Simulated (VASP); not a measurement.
# CO2 in VASP: a series of runs

CO2 is run at these levels: PBE+D3(BJ); tasks: single point, relaxation of the atoms.

Everything below comes from runs of VASP 6.6.1. Logs are shortened: lines on timing, memory, paths and dates and some standing lists are left out, and cuts for length are marked.

### Step 1. The cell of the first run

The cell holds a molecule in a box, 3 atoms: a = 10.900 Å, b = 9.200 Å, c = 10.700 Å, α = 90.00°, β = 90.00°, γ = 90.00°.

### Step 2. Single point, PBE+D3(BJ)

INCAR reads:

```
SYSTEM = CO2
ALGO = Normal
EDIFF = 1E-6
ENCUT = 520
GGA = PE
ISIF = 2
ISMEAR = 0
IVDW = 12
LASPH = .TRUE.
LCHARG = .FALSE.
LREAL = .FALSE.
LWAVE = .FALSE.
NBANDS = 15
NELM = 60
PREC = Accurate
SIGMA = 0.01
```

KPOINTS reads:

```
k-points
0
G
  1 1 1
  0 0 0
```

POSCAR reads:

```
CO2
1.0
   10.9000000000      0.0000000000      0.0000000000
    0.0000000000      9.2000000000      0.0000000000
    0.0000000000      0.0000000000     10.7000000000
C O
1 2
Direct
    0.5000000000      0.4997750500      0.5000000000
    0.5891285423      0.5002249500      0.4391862549
    0.4108714577      0.5002249500      0.5608137451
```

Potentials or basis: VASP PAW PBE potentials, release 64 (C, O).

Started as:

```console
> cat potpaw_PBE.64/C/POTCAR potpaw_PBE.64/O/POTCAR > POTCAR
> mpirun -np 1 vasp_gam > vasp.out
```

OUTCAR:

```text
SYSTEM = CO2
   EDIFF = 1E-6
   ENCUT = 520
   GGA = PE
   ISIF = 2
   ISMEAR = 0
   IVDW = 12
   LASPH = .TRUE.
   LREAL = .FALSE.
   NELM = 60
   PREC = Accurate
 IVDW          = 12

 ion  position               nearest neighbor table
   1  0.500  0.500  0.500-   2 1.17   3 1.17
   2  0.589  0.500  0.439-   1 1.17
   3  0.411  0.500  0.561-   1 1.17

  LATTYP: Found a simple orthorhombic cell.
 ALAT       =     9.2000000000
 B/A-ratio  =     1.1630434783
 C/A-ratio  =     1.1847826087

  Lattice vectors:

 A1 = (   0.0000000000,   9.2000000000,   0.0000000000)
 A2 = (   0.0000000000,   0.0000000000,  10.7000000000)
 A3 = (  10.9000000000,   0.0000000000,   0.0000000000)

Analysis of symmetry for initial positions (statically):
=====================================================================
 Subroutine PRICEL returns:
 Original cell was already a primitive cell.

 Routine SETGRP: Setting up the symmetry group for a
 simple orthorhombic supercell.

 Subroutine GETGRP returns: Found  2 space group operations
 (whereof  2 operations were pure point group operations)
 out of a pool of  8 trial point group operations.

The static configuration has the point symmetry C_2 .

Analysis of symmetry for dynamics (positions and initial velocities):
=====================================================================
 Subroutine PRICEL returns:
 Original cell was already a primitive cell.

 Routine SETGRP: Setting up the symmetry group for a
 simple orthorhombic supercell.

 Subroutine GETGRP returns: Found  2 space group operations
 (whereof  2 operations were pure point group operations)
 out of a pool of  8 trial point group operations.

The dynamic configuration has the point symmetry C_2 .

 Subroutine INISYM returns: Found  2 space group operations
 (whereof  2 operations are pure point group operations),
 and found     1 'primitive' translations

----------------------------------------------------------------------------------------

                                     Primitive cell

  volume of cell :    1072.9960

  direct lattice vectors                    reciprocal lattice vectors
    10.900000000  0.000000000  0.000000000     0.091743119  0.000000000  0.000000000
     0.000000000  9.200000000  0.000000000     0.000000000  0.108695652  0.000000000
     0.000000000  0.000000000 10.700000000     0.000000000  0.000000000  0.093457944

  length of vectors
    10.900000000  9.200000000 10.700000000     0.091743119  0.108695652  0.093457944

  position of ions in fractional coordinates (direct lattice)
     0.500000000  0.499775050  0.500000000
     0.589128542  0.500224950  0.439186255
     0.410871458  0.500224950  0.560813745

  ion indices of the primitive-cell ions
   primitive index   ion index
                 1           1
                 2           2
                 3           3

----------------------------------------------------------------------------------------

 KPOINTS: k-points

Automatic generation of k-mesh.
 Grid dimensions read from file:
 generate k-points for:    1    1    1

 Generating k-lattice:

  Cartesian coordinates                     Fractional coordinates (reciprocal lattice)
     0.091743119  0.000000000  0.000000000     1.000000000  0.000000000  0.000000000
     0.000000000  0.108695652  0.000000000     0.000000000  1.000000000  0.000000000
     0.000000000  0.000000000  0.093457944     0.000000000  0.000000000  1.000000000

  Length of vectors
     0.091743119  0.108695652  0.093457944

  Shift w.r.t. Gamma in fractional coordinates (k-lattice)
     0.000000000  0.000000000  0.000000000

 Subroutine IBZKPT returns following result:
 ===========================================

 Found      1 irreducible k-points:

 Following reciprocal coordinates:
            Coordinates               Weight
  0.000000  0.000000  0.000000      1.000000
   k-points           NKPTS =      1   k-points in BZ     NKDIM =      1   number of bands    NBANDS=     15
   number of dos      NEDOS =    301   number of ions     NIONS =      3
   total plane-waves  NPLWV = 470400
   dimension x,y,z NGX =    84 NGY =   70 NGZ =   80
   dimension x,y,z NGXF=   168 NGYF=  140 NGZF=  160
   ions per type =               1   2
   NGX,Y,Z   is equivalent  to a cutoff of  12.81, 12.65, 12.43 a.u.
   NGXF,Y,Z  is equivalent  to a cutoff of  25.62, 25.30, 24.86 a.u.
 SYSTEM =  CO2
   PREC   = accura    normal or accurate (medium, high low for compatibility)
   ISTART =      0    job   : 0-new  1-cont  2-samecut
   ICHARG =      2    charge: 1-file 2-atom 10-const
   ISPIN  =      1    spin polarized calculation?
   LNONCOLLINEAR =      F non collinear calculations
   LSORBIT =      F    spin-orbit coupling
   LASPH  =      T    aspherical Exc in radial PAW
   ENCUT  =  520.0 eV  38.22 Ry    6.18 a.u.  20.27 17.11 19.89*2*pi/ulx,y,z
   NELM   =     60;   NELMIN=  2; NELMDL= -5     # of ELM steps
   EDIFF  = 0.1E-05   stopping-criterion for ELM
   LREAL  =      F    real-space projection
   EDIFFG = 0.1E-04   stopping-criterion for IOM
   NSW    =      0    number of steps for IOM
   IBRION =     -1    ionic relax: 0-MD 1-quasi-New 2-CG
   NFREE  =      0    steps in history (QN), initial steepest desc. (CG)
   ISIF   =      2    stress and relaxation
   ISYM   =      2    0-nonsym 1-usesym 2-fastsym
   POTIM  = 0.5000    time-step for ionic-motion
   TEBEG  =    0.0;   TEEND  =   0.0 temperature during run
   PSTRESS=    0.0 pullay stress
   NELECT =      16.0000    total number of electrons
   NUPDOWN=      -1.0000    fix difference up-down
   EMIN   =  10.00;   EMAX   =-10.00  energy-range for DOS
   EFERMI =   0.00;   METHOD = LEGACY
   ISMEAR =     0;   SIGMA  =   0.01  broadening in eV -4-tet -1-fermi 0-gaus
   EFERMI_NEDOS =   21; number of points for ismear=-14 and -15
   IALGO  =     38    algorithm
   IMIX   =      4    mixing-type and parameters
     AMIX     =   0.40;   BMIX     =  1.00
     AMIX_MAG =   1.60;   BMIX_MAG =  1.00
  volume/ion in A,a.u.               =     357.67      2413.64
  Fermi-wavevector in a.u.,A,eV,Ry     =   0.402948  0.761461  2.209136  0.162367
  Thomas-Fermi vector in A             =   1.353562
   LORBIT       =      0    0 simple, 1 ext, 2 COOP (PROOUT), +10 PAW based schemes
   GGA     = PE    functional components
   LHFCALC =     F    Hartree Fock is set to
   AEXX    =    0.0000 exact exchange contribution
   IVDW    =    12    specifies the selected vdW correction
   LEPSILON=     F    determine dielectric tensor
   LRPA    =     F    only Hartree local field effects (RPA)
 non-spin polarized calculation
 Gauss-broadening in eV      SIGMA  =   0.01
  energy-cutoff  :      520.00
  volume of cell :     1073.00
 maximum number of plane-waves:     14441
 NGX is ok and might be reduce to    84
   NGX = 41   NGY = 35   NGZ = 39

 number of electron      16.0000002 magnetization

 Free energy of the ion-electron system (eV)
  ---------------------------------------------------
  ext. energy  EPLUGINS =         0.00000000
  ---------------------------------------------------
  free energy    TOTEN  =       -22.96129401 eV

  energy without entropy =      -22.96129401  energy(sigma->0) =      -22.96129401

 E-fermi :  -8.7598     XC(G=0):  -0.6798

 val. band max:       -8.8816229363   @ k =   0.0000   0.0000   0.0000
 cond. band min:      -0.8877290223   @ k =   0.0000   0.0000   0.0000
 fundamental gap:      7.9938939140
 Fermi energy:        -8.7598399440

 k-point     1 :       0.0000    0.0000    0.0000
  band No.  band energies     occupation
      1     -29.0451      2.00000
      2     -28.0357      2.00000
      3     -13.5540      2.00000
      4     -12.5063      2.00000
      5     -12.5057      2.00000
      6     -12.4038      2.00000
      7      -8.8820      2.00000
      8      -8.8816      2.00000
      9      -0.8877      0.00000
     10      -0.2955      0.00000
     11      -0.2945      0.00000
     12       0.5900      0.00000
     13       0.9876      0.00000
     14       1.0502      0.00000
     15       1.2503      0.00000

------------------------ aborting loop because EDIFF is reached ----------------------------------------

 Edisp (eV)   -0.02587

 E8    (eV) :    -0.0078

  FORCE on cell =-STRESS in cart. coord.  units (eV):
  Direction    XX          YY          ZZ          XY          YZ          ZX
  --------------------------------------------------------------------------------------
  -------------------------------------------------------------------------------------
  Total       1.16287    -0.06862     0.48470     0.00000     0.00000    -0.82597
  in kB       1.73637    -0.10246     0.72374     0.00000     0.00000    -1.23332
  external pressure =        0.79 kB  Pullay stress =        0.00 kB

 VOLUME and BASIS-vectors are now :
 -----------------------------------------------------------------------------
  energy-cutoff  :      520.00
  volume of cell :     1073.00
      direct lattice vectors                 reciprocal lattice vectors
    10.900000000  0.000000000  0.000000000     0.091743119  0.000000000  0.000000000
     0.000000000  9.200000000  0.000000000     0.000000000  0.108695652  0.000000000
     0.000000000  0.000000000 10.700000000     0.000000000  0.000000000  0.093457944

 POSITION                                       TOTAL-FORCE (eV/Angst)
 -----------------------------------------------------------------------------------
      5.45000      4.59793      5.35000         0.000000      0.049276      0.000000
      6.42150      4.60207      4.69929         0.641115     -0.024638     -0.429572
      4.47850      4.60207      6.00071        -0.641115     -0.024638      0.429572
 -----------------------------------------------------------------------------------
    total drift:                               -0.000000      0.000203      0.000000

  FREE ENERGIE OF THE ION-ELECTRON SYSTEM (eV)
  ---------------------------------------------------
  free  energy   TOTEN  =       -22.9871673649 eV

  energy  without entropy=      -22.9871673649  energy(sigma->0) =      -22.98716736
```

It took 65 s on 1 thread of Intel Xeon Platinum 8375C at 2.90GHz (Ice Lake), shared host; peak memory 0.86 GiB.

What came out:

```
Free energy                     : -22.9872 eV
Largest force                   : 0.772 eV/Å
Gap between the frontier levels : 7.99 eV
Dispersion energy per atom      : -0.009 eV
```

Forces in eV/Å, atoms in the order of the input:
```
C    0.000  0.049  0.000
O    0.641 -0.025 -0.430
O   -0.641 -0.025  0.430
```

Levels at points of the mesh, in eV from the valence-band top:
| k point | band 5 | band 6 | band 7 | band 8 | band 9 | band 10 | band 11 | band 12 |
| --- | --- | --- | --- | --- | --- | --- | --- | --- |
| (0.00, 0.00, 0.00) | -3.62 | -3.52 | 0.00 | 0.00 | 7.99 | 8.59 | 8.59 | 9.47 |

### Step 3. Single point, PBE+D3(BJ)

INCAR reads:

```
SYSTEM = CO2
ALGO     = Normal         ! electronic algorithm
EDIFF    = 1E-6           ! SCF threshold, eV
ENCUT    = 520            ! plane-wave cutoff, eV
GGA      = PE             ! functional
ISIF     = 2              ! what is computed and relaxed
ISMEAR   = 0              ! smearing method
IVDW     = 12             ! dispersion correction
LASPH    = .True.         ! aspherical terms in the spheres
LCHARG   = .False.        ! write CHGCAR
LREAL    = .False.        ! projectors in reciprocal space
LWAVE    = .False.        ! write WAVECAR
NBANDS   = 15             ! bands
NELM     = 60             ! most SCF steps
PREC     = Accurate       ! precision mode
SIGMA    = 0.01           ! smearing width, eV
```

KPOINTS reads:

```
k-points
0
Gamma
  1 1 1
  0 0 0
```

POSCAR reads:

```
CO2
1.0
   10.9000000000      0.0000000000      0.0000000000
    0.0000000000      9.2000000000      0.0000000000
    0.0000000000      0.0000000000     10.7000000000
C O
1 2
Direct
    0.5000000000      0.5000750256      0.5000000000
    0.5892273665      0.5000749622      0.4391163821
    0.4107726335      0.5000749622      0.5608836179
```

Potentials or basis: VASP PAW PBE potentials, release 64 (C, O).

Started as:

```console
> cat potpaw_PBE.64/C/POTCAR potpaw_PBE.64/O/POTCAR > POTCAR
> mpirun -np 1 vasp_gam > vasp.out
```

OUTCAR:

```text
SYSTEM = CO2
   EDIFF = 1E-6
   ENCUT = 520
   GGA = PE
   ISIF = 2
   ISMEAR = 0
   IVDW = 12
   LASPH = .True.
   LREAL = .False.
   NELM = 60
   PREC = Accurate
 IVDW          = 12

 ion  position               nearest neighbor table
   1  0.500  0.500  0.500-   2 1.17   3 1.17
   2  0.589  0.500  0.439-   1 1.17
   3  0.411  0.500  0.561-   1 1.17

  LATTYP: Found a simple orthorhombic cell.
 ALAT       =     9.2000000000
 B/A-ratio  =     1.1630434783
 C/A-ratio  =     1.1847826087
[... 188 lines left out ...]

 Edisp (eV)   -0.02587

 E8    (eV) :    -0.0078

  FORCE on cell =-STRESS in cart. coord.  units (eV):
  Direction    XX          YY          ZZ          XY          YZ          ZX
  --------------------------------------------------------------------------------------
  -------------------------------------------------------------------------------------
  Total       0.93928    -0.06832     0.38451     0.00000     0.00000    -0.67621
  in kB       1.40251    -0.10202     0.57415     0.00000     0.00000    -1.00971
  external pressure =        0.62 kB  Pullay stress =        0.00 kB

 VOLUME and BASIS-vectors are now :
 -----------------------------------------------------------------------------
  energy-cutoff  :      520.00
  volume of cell :     1073.00
      direct lattice vectors                 reciprocal lattice vectors
    10.900000000  0.000000000  0.000000000     0.091743119  0.000000000  0.000000000
     0.000000000  9.200000000  0.000000000     0.000000000  0.108695652  0.000000000
     0.000000000  0.000000000 10.700000000     0.000000000  0.000000000  0.093457944

 POSITION                                       TOTAL-FORCE (eV/Angst)
 -----------------------------------------------------------------------------------
      5.45000      4.60069      5.35000         0.000000      0.000000     -0.000000
      6.42258      4.60069      4.69855         0.525268      0.000000     -0.352028
      4.47742      4.60069      6.00145        -0.525268      0.000000      0.352028
 -----------------------------------------------------------------------------------
    total drift:                                0.000000      0.001797      0.000000

  FREE ENERGIE OF THE ION-ELECTRON SYSTEM (eV)
  ---------------------------------------------------
  free  energy   TOTEN  =       -22.9891092643 eV

  energy  without entropy=      -22.9891092643  energy(sigma->0) =      -22.98910926
```

stdout:

```text
POSCAR found type information on POSCAR C O
 POSCAR found :  2 types and       3 ions
 scaLAPACK will be used
 LDA part: xc-table for (Slater+PW92), standard interpolation
 POSCAR, INCAR and KPOINTS ok, starting setup
 FFT: planning ... GRIDC
 FFT: planning ... GRID_SOFT
 FFT: planning ... GRID
 WAVECAR not read
 entering main loop
```

It took 56 s on 1 thread of Intel Xeon Platinum 8375C at 2.90GHz (Ice Lake), shared host; peak memory 0.86 GiB.

Results:

- Free energy: -22.9891 eV
- Largest force: 0.632 eV/Å
- Gap between the frontier levels: 7.99 eV
- Dispersion energy per atom: -0.009 eV

Forces on the atoms (eV/Å):
```
C    0.000  0.000  0.000
O    0.525  0.000 -0.352
O   -0.525  0.000  0.352
```

### Step 4. Relaxation of the atoms, PBE+D3(BJ)

INCAR reads:

```
  PREC = Accurate
  ENCUT = 520
  EDIFF = 1E-6
  ISMEAR = 0
  SIGMA = 0.01
  LREAL = False
  LASPH = True
  NELM = 80
  ALGO = Normal
  ISIF = 2
  LWAVE = False
  LCHARG = False
  GGA = PE
  IVDW = 12
  IBRION = 2
  NSW = 80
  EDIFFG = -0.01
```

KPOINTS reads:

```
Automatic mesh
0
Gamma
  1 1 1
```

POSCAR reads:

```
CO2
1.0
   10.9000000000      0.0000000000      0.0000000000
    0.0000000000      9.2000000000      0.0000000000
    0.0000000000      0.0000000000     10.7000000000
C O
1 2
Direct
    0.5000000000      0.4997750500      0.5000000000
    0.5891285423      0.5002249500      0.4391862549
    0.4108714577      0.5002249500      0.5608137451
```

Started as:

```console
> cat potpaw_PBE.64/C/POTCAR potpaw_PBE.64/O/POTCAR > POTCAR
> mpirun -np 1 vasp_gam > vasp.out
```

Run time: 2.9 min. Hardware: 1 thread of Intel Xeon Platinum 8375C at 2.90GHz (Ice Lake), shared host; peak memory 0.93 GiB.

It converged, with:

- Free energy: -22.9929 eV
- Energy gained by relaxing: 1.9 meV/atom
- Ionic steps: 8
- Gap between the frontier levels: 7.96 eV
- Dispersion energy per atom: -0.009 eV

Step by step:
| step | energy change (eV) | largest force (eV/Å) | pressure (GPa) |
| --- | --- | --- | --- |
| 1 | 0.0000 | 0.7720 | 0.08 |
| 2 | 0.0789 | 2.7388 | -0.34 |
| 3 | -0.0057 | 0.0438 | -0.01 |
| 4 | -0.0057 | 0.0439 | -0.01 |
| 5 | -0.0057 | 0.0133 | -0.01 |
| 6 | -0.0058 | 0.0123 | -0.01 |
| 7 | -0.0057 | 0.0397 | -0.02 |
| 8 | -0.0058 | 0.0019 | -0.01 |

Final structure:
```cif
data_structure
_symmetry_space_group_name_H-M 'P 1'
_symmetry_Int_Tables_number 1
_cell_length_a 10.9000
_cell_length_b 9.2000
_cell_length_c 10.7000
_cell_angle_alpha 90.000
_cell_angle_beta 90.000
_cell_angle_gamma 90.000
_cell_volume 1073.00
loop_
_atom_site_label
_atom_site_type_symbol
_atom_site_fract_x
_atom_site_fract_y
_atom_site_fract_z
_atom_site_occupancy
C1 C 0.50000 0.50007 0.50000 1
O1 O 0.58969 0.50008 0.43880 1
O2 O 0.41031 0.50008 0.56120 1
```

Levels at points of the mesh, in eV from the valence-band top:
```csv
k point,band 6,band 7,band 8,band 9,band 10,band 11
"(0.00, 0.00, 0.00)",-3.53,0.00,0.00,7.96,8.46,8.46
```
